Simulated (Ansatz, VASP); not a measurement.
# Sb in VASP and in Ansatz

```
Sb
1.0
     1.90714   -2.60510    0.00000
     1.90714    2.60510    0.00000
     0.00000    0.00000    3.54976
Sb
1
Direct
  0.00000 0.00000 0.50000
```

Alike in both runs: task relaxation of cell and atoms; functional PBE; k mesh 6 × 6 × 6; occupations gaussian, width 0.1 eV; no spin polarisation.

|  | VASP | Ansatz |
| --- | --- | --- |
| version | VASP 6.6.1 | Ansatz 0.2.0 |
| potentials or method | VASP PAW PBE potentials, release 64 (Sb), cutoff 600 eV | scalar-relativistic, plane waves, PAW |
| valence electrons in the cell | 5 | 15 |

VASP gave:

| Item | Value |
| --- | --- |
| gap on the k mesh at the Fermi level, each at its own relaxed structure (eV) | none |
| relaxed volume (Å³/atom) | 30.56 |
| relaxed cell length with the largest relative difference (Å) | 3.126 |

Which values does Ansatz return?

gap on the k mesh at the Fermi level, each at its own relaxed structure (eV): none; relaxed volume (Å³/atom): 30.49; relaxed cell length with the largest relative difference (Å): 3.121.

A gap of «none» marks a metal or a gap that the smearing closes. VASP's potentials hold 5 valence electrons a cell and Ansatz's 15, so a difference there can come from the potentials and not from the codes.

Spin-orbit coupling is off throughout.
